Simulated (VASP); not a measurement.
# SiO (Pm-3m) in VASP: a series of runs

Runs on SiO. Level: PBEsol. Tasks: relaxation of cell and atoms.

Everything below comes from runs of VASP 6.6.1. Logs are shortened: lines on timing, memory, paths and dates and some standing lists are left out, and cuts for length are marked.

### Step 1. The cell of the first run

It takes space group Pm-3m (No. 221, cubic). The conventional cell has a = 2.807 Å, b = 2.807 Å, c = 2.807 Å, α = 90.00°, β = 90.00°, γ = 90.00°. Si (site symmetry m-3m) has 8 O at 2.43 Å and 6 Si at 2.81 Å within 3.2 Å. Within 3.2 Å of O (site symmetry m-3m) lie 8 Si at 2.43 Å and 6 O at 2.81 Å.

### Step 2. Relaxation of cell and atoms, PBEsol, target pressure 20 GPa, at which the enthalpy is minimised

INCAR

```
SYSTEM = SiO
PREC = Accurate
ENCUT = 600
EDIFF = 1E-6
ISMEAR = -1
SIGMA = 0.05
LREAL = .FALSE.
LASPH = .TRUE.
NELM = 100
ALGO = Normal
ISIF = 3
LWAVE = .FALSE.
LCHARG = .FALSE.
GGA = PS
IBRION = 2
NSW = 60
EDIFFG = -0.01
PSTRESS = 200.0
```

KPOINTS

```
regular mesh
0
G
  9 9 9
  0 0 0
```

POSCAR

```
SiO
1.0
    2.8069700000      0.0000000000      0.0000000000
    0.0000000000      2.8069700000      0.0000000000
    0.0000000000      0.0000000000      2.8069700000
Si O
1 1
Direct
    0.0000000000      0.0000000000      0.0000000000
    0.5000000000      0.5000000000      0.5000000000
```

Potentials or basis: VASP PAW PBE potentials, release 64 (Si, O).

Started as:

```
$ cat potpaw_PBE.64/Si/POTCAR potpaw_PBE.64/O/POTCAR > POTCAR
$ mpirun -np 1 vasp_std > vasp.out
```

OUTCAR:

```text
SYSTEM = SiO
   PREC = Accurate
   ENCUT = 600
   EDIFF = 1E-6
   ISMEAR = -1
   LREAL = .FALSE.
   LASPH = .TRUE.
   NELM = 100
   ISIF = 3
   GGA = PS
   IBRION = 2
   NSW = 60
   EDIFFG = -0.01
   PSTRESS = 200.0

 ion  position               nearest neighbor table
   1  0.000  0.000  0.000-   2 2.43   2 2.43   2 2.43   2 2.43   2 2.43   2 2.43   2 2.43   2 2.43

   2  0.500  0.500  0.500-   1 2.43   1 2.43   1 2.43   1 2.43   1 2.43   1 2.43   1 2.43   1 2.43

  LATTYP: Found a simple cubic cell.
 ALAT       =     2.8069700000

  Lattice vectors:

 A1 = (   2.8069700000,   0.0000000000,   0.0000000000)
 A2 = (   0.0000000000,   2.8069700000,   0.0000000000)
 A3 = (   0.0000000000,   0.0000000000,   2.8069700000)

Analysis of symmetry for initial positions (statically):
=====================================================================
 Subroutine PRICEL returns:
 Original cell was already a primitive cell.

 Routine SETGRP: Setting up the symmetry group for a
 simple cubic supercell.

 Subroutine GETGRP returns: Found 48 space group operations
 (whereof 48 operations were pure point group operations)
 out of a pool of 48 trial point group operations.

The static configuration has the point symmetry O_h .

Analysis of symmetry for dynamics (positions and initial velocities):
=====================================================================
 Subroutine PRICEL returns:
 Original cell was already a primitive cell.

 Routine SETGRP: Setting up the symmetry group for a
 simple cubic supercell.

 Subroutine GETGRP returns: Found 48 space group operations
 (whereof 48 operations were pure point group operations)
 out of a pool of 48 trial point group operations.

The dynamic configuration has the point symmetry O_h .

 Subroutine INISYM returns: Found 48 space group operations
 (whereof 48 operations are pure point group operations),
 and found     1 'primitive' translations

----------------------------------------------------------------------------------------

                                     Primitive cell

  volume of cell :      22.1163

  direct lattice vectors                    reciprocal lattice vectors
     2.806970000  0.000000000  0.000000000     0.356256034  0.000000000  0.000000000
     0.000000000  2.806970000  0.000000000     0.000000000  0.356256034  0.000000000
     0.000000000  0.000000000  2.806970000     0.000000000  0.000000000  0.356256034

  length of vectors
     2.806970000  2.806970000  2.806970000     0.356256034  0.356256034  0.356256034

  position of ions in fractional coordinates (direct lattice)
     0.000000000  0.000000000  0.000000000
     0.500000000  0.500000000  0.500000000
[... 63 lines left out ...]
   dimension x,y,z NGXF=    48 NGYF=   48 NGZF=   48
   ions per type =               1   1
   NGX,Y,Z   is equivalent  to a cutoff of  14.21, 14.21, 14.21 a.u.
   NGXF,Y,Z  is equivalent  to a cutoff of  28.43, 28.43, 28.43 a.u.
 SYSTEM =  SiO
   PREC   = accura    normal or accurate (medium, high low for compatibility)
   ISTART =      0    job   : 0-new  1-cont  2-samecut
   ICHARG =      2    charge: 1-file 2-atom 10-const
   ISPIN  =      1    spin polarized calculation?
   LNONCOLLINEAR =      F non collinear calculations
   LSORBIT =      F    spin-orbit coupling
   LASPH  =      T    aspherical Exc in radial PAW
   ENCUT  =  600.0 eV  44.10 Ry    6.64 a.u.   5.61  5.61  5.61*2*pi/ulx,y,z
   NELM   =    100;   NELMIN=  2; NELMDL= -5     # of ELM steps
   EDIFF  = 0.1E-05   stopping-criterion for ELM
   LREAL  =      F    real-space projection
   EDIFFG = -.1E-01   stopping-criterion for IOM
   NSW    =     60    number of steps for IOM
   IBRION =      2    ionic relax: 0-MD 1-quasi-New 2-CG
   NFREE  =      1    steps in history (QN), initial steepest desc. (CG)
   ISIF   =      3    stress and relaxation
   ISYM   =      2    0-nonsym 1-usesym 2-fastsym
   POTIM  = 0.5000    time-step for ionic-motion
   TEBEG  =    0.0;   TEEND  =   0.0 temperature during run
   PSTRESS=  200.0 pullay stress
   NELECT =      10.0000    total number of electrons
   NUPDOWN=      -1.0000    fix difference up-down
   EMIN   =  10.00;   EMAX   =-10.00  energy-range for DOS
   EFERMI =   0.00;   METHOD = LEGACY
   ISMEAR =    -1;   SIGMA  =   0.05  broadening in eV -4-tet -1-fermi 0-gaus
   EFERMI_NEDOS =   21; number of points for ismear=-14 and -15
   IALGO  =     38    algorithm
   IMIX   =      4    mixing-type and parameters
     AMIX     =   0.40;   BMIX     =  1.00
     AMIX_MAG =   1.60;   BMIX_MAG =  1.00
  volume/ion in A,a.u.               =      11.06        74.62
  Fermi-wavevector in a.u.,A,eV,Ry     =   1.256523  2.374484 21.481554  1.578850
  Thomas-Fermi vector in A             =   2.390227
   LORBIT       =      0    0 simple, 1 ext, 2 COOP (PROOUT), +10 PAW based schemes
   GGA     = PS    functional components
   LHFCALC =     F    Hartree Fock is set to
   AEXX    =    0.0000 exact exchange contribution
   IVDW    =     0    specifies the selected vdW correction
   LEPSILON=     F    determine dielectric tensor
   LRPA    =     F    only Hartree local field effects (RPA)
 conjugate gradient relaxation of ions
 non-spin polarized calculation
  energy-cutoff  :      600.00
  volume of cell :       22.12
 maximum number of plane-waves:       748
 NGX is ok and might be reduce to    24
   NGX = 11   NGY = 11   NGZ = 11

--------------------------------------- Ionic step        1  -------------------------------------------

 number of electron      10.0000005 magnetization

 Free energy of the ion-electron system (eV)
  ---------------------------------------------------
  ext. energy  EPLUGINS =         0.00000000
  ---------------------------------------------------
  free energy    TOTEN  =       -11.22265546 eV

  energy without entropy =      -11.22013694  energy(sigma->0) =      -11.22139620

 E-fermi :   8.0262     XC(G=0): -11.5999

 val. band max:        7.8042534851   @ k =   0.2222   0.2222   0.2222
 cond. band min:       8.0618050711   @ k =   0.4444   0.1111   0.1111
 fundamental gap:      0.2575515860
 Fermi energy:         8.0262009950

 k-point     1 :       0.0000    0.0000    0.0000
  band No.  band energies     occupation
      1     -11.8206      2.00000
      2       1.1157      2.00000
      3       4.7049      2.00000
      4       4.7049      2.00000
      5       4.7049      2.00000
      6      13.8825      0.00000
      7      13.8825      0.00000
      8      16.1369      0.00000
      9      16.1369      0.00000
[... 465 lines left out ...]
--------------------------------------- Ionic step        6  -------------------------------------------

 number of electron      10.0000001 magnetization

 Free energy of the ion-electron system (eV)
  ---------------------------------------------------
  ext. energy  EPLUGINS =         0.00000000
  ---------------------------------------------------
  free energy    TOTEN  =       -11.10383220 eV

  energy without entropy =      -11.09791777  energy(sigma->0) =      -11.10087498

 E-fermi :  10.2662     XC(G=0): -12.3150

 val. band max:       10.2324764457   @ k =   0.4444   0.3333   0.3333
 cond. band min:      10.2667859962   @ k =   0.2222   0.2222   0.2222
 fundamental gap:      0.0343095505
 Fermi energy:        10.2662283028

 k-point     1 :       0.0000    0.0000    0.0000
  band No.  band energies     occupation
      1     -11.2733      2.00000
      2       3.7435      2.00000
      3       6.1271      2.00000
      4       6.1271      2.00000
      5       6.1271      2.00000
      6      15.7074      0.00000
      7      15.7074      0.00000
      8      19.7335      0.00000
      9      19.7335      0.00000
[... 309 lines left out ...]
  energy  without entropy=      -11.0979177651  energy(sigma->0) =      -11.10087498

  enthalpy is  TOTEN    =        -8.7325194018 eV   P V=        2.3713128023

 reached required accuracy - stopping structural energy minimisation
```

OSZICAR:

```text
N       E                     dE             d eps       ncg     rms          rms(c)
DAV:   1     0.212858381292E+02    0.21286E+02   -0.58715E+03   646   0.110E+03
DAV:   2    -0.115241314571E+02   -0.32810E+02   -0.31641E+02   888   0.163E+02
DAV:   3    -0.123100754893E+02   -0.78594E+00   -0.78523E+00   717   0.268E+01
DAV:   4    -0.123127163639E+02   -0.26409E-02   -0.26407E-02   797   0.174E+00
[... 43 lines left out ...]
       N       E                     dE             d eps       ncg     rms          rms(c)
DAV:   1    -0.111038964703E+02    0.22386E-02   -0.11144E-03   657   0.342E-01    0.670E-02
DAV:   2    -0.111038501088E+02    0.46361E-04   -0.78386E-04   653   0.200E-01    0.266E-02
DAV:   3    -0.111038331114E+02    0.16997E-04   -0.10119E-04   646   0.737E-02    0.659E-03
DAV:   4    -0.111038322041E+02    0.90733E-06   -0.26107E-06   621   0.148E-02
   6 F= -.87325194E+01 E0= -.87295622E+01  d E =-.350452E-04
```

Run time: 12 s. Hardware: 1 thread of Intel Xeon 6975P-C (Granite Rapids), shared host; peak memory 0.14 GiB.

What came out:

```
Free energy                                            : -11.1038 eV
Relaxed volume                                         : 9.50 Å³/atom
Relaxed cell                                           : a = 2.668 Å, b = 2.668 Å, c = 2.668 Å, α = 90.00°, β = 90.00°, γ = 90.00°
Space group after relaxing (to 0.05 Å)                 : Pm-3m (No. 221)
Energy change on relaxing (the enthalpy is what falls) : +59.4 meV/atom
Ionic steps                                            : 6
Pressure after relaxing                                : 20.0 GPa
Band gap on the k mesh                                 : zero (band 5 reaches 10.61 eV, above the bottom of band 6 at 9.34 eV)
```

The path:
| step | energy change (eV) | largest force (eV/Å) | pressure (GPa) | volume (Å³) |
| --- | --- | --- | --- | --- |
| 1 | 0.0000 | 0.0000 | -4.88 | 22.12 |
| 2 | 0.5104 | 0.0000 | 46.94 | 17.06 |
| 3 | 0.1156 | 0.0000 | 19.75 | 19.02 |
| 4 | 0.1229 | 0.0000 | 20.34 | 18.96 |
| 5 | 0.1165 | 0.0000 | 19.81 | 19.01 |
| 6 | 0.1188 | 0.0000 | 19.97 | 19.00 |

Final structure:
```
CELL_PARAMETERS angstrom
2.66823 0.00000 0.00000
0.00000 2.66823 0.00000
0.00000 0.00000 2.66823
ATOMIC_POSITIONS crystal
Si 0.00000 0.00000 0.00000
O 0.50000 0.50000 0.50000
```

Levels at points of the mesh, in eV from the Fermi level:
| k point | band 1 | band 2 | band 3 | band 4 | band 5 | band 6 | band 7 | band 8 | band 9 |
| --- | --- | --- | --- | --- | --- | --- | --- | --- | --- |
| (0.00, 0.00, 0.00) | -21.54 | -6.52 | -4.14 | -4.14 | -4.14 | 5.44 | 5.44 | 9.47 | 9.47 |

Caveat: the cell is relaxed towards a set pressure, so the enthalpy falls and the energy may rise; the PAW data sets were made with another functional, which shifts forces and pressure a little.

### Step 3. Relaxation of cell and atoms, PBEsol, target pressure 30 GPa, at which the enthalpy is minimised

INCAR

```
SYSTEM = SiO
ALGO = Normal
EDIFF = 1E-6
EDIFFG = -0.01
ENCUT = 600
GGA = PS
IBRION = 2
ISIF = 3
ISMEAR = -1
LASPH = .True.
LCHARG = .False.
LREAL = .False.
LWAVE = .False.
NELM = 80
NSW = 60
PREC = Accurate
PSTRESS = 300.0
SIGMA = 0.05
```

KPOINTS

```
k-points
0
Gamma
  9 9 9
  0 0 0
```

POSCAR is that of step 2.

Potentials or basis: VASP PAW PBE potentials, release 64 (Si, O).

Started as:

```
$ cat potpaw_PBE.64/Si/POTCAR potpaw_PBE.64/O/POTCAR > POTCAR
$ mpirun -np 1 vasp_std > vasp.out
```

It took 11 s on 1 thread of Intel Xeon 6975P-C (Granite Rapids), shared host; peak memory 0.13 GiB.

The run converged. Its results:

* Free energy: -10.9762 eV
* Relaxed volume: 9.09 Å³/atom
* Relaxed cell: a = 2.629 Å, b = 2.629 Å, c = 2.629 Å, α = 90.00°, β = 90.00°, γ = 90.00°
* Space group after relaxing (to 0.05 Å): Pm-3m (No. 221)
* Energy change on relaxing (the enthalpy is what falls): +123.2 meV/atom
* Ionic steps: 7
* Pressure after relaxing: 30.0 GPa
* Band gap on the k mesh: zero (band 5 reaches 11.42 eV, above the bottom of band 6 at 9.94 eV)

The path:
```
step  energy change (eV)  largest force (eV/Å)  pressure (GPa)  volume (Å³)
   1              0.0000                0.0000           -4.88        22.12
   2              1.2369                0.0000           86.73        15.27
   3              0.2309                0.0000           28.95        18.26
   4              0.2441                0.0000           29.82        18.18
   5              0.2580                0.0000           30.81        18.11
   6              0.2374                0.0000           29.33        18.22
   7              0.2464                0.0000           29.99        18.17
```

Final structure:
```yaml
crystal:
  lattice:
    - [2.62909, 0.00000, 0.00000]
    - [0.00000, 2.62909, 0.00000]
    - [0.00000, 0.00000, 2.62909]
  atoms:
    - { symbol: Si, position: [0.00000, 0.00000, 0.00000] }
    - { symbol: O, position: [0.50000, 0.50000, 0.50000] }
```

Levels at points of the mesh, in eV from the Fermi level:
| k point | band 3 | band 4 | band 5 | band 6 | band 7 | band 8 |
| --- | --- | --- | --- | --- | --- | --- |
| (0.00, 0.00, 0.00) | -4.43 | -4.43 | -4.43 | 5.28 | 5.28 | 9.88 |

Caveat: the cell is relaxed towards a set pressure, so the enthalpy falls and the energy may rise; the volume moved by over 15 % at a fixed basis, so the end points are rough; the PAW data sets were made with another functional, which shifts forces and pressure a little.
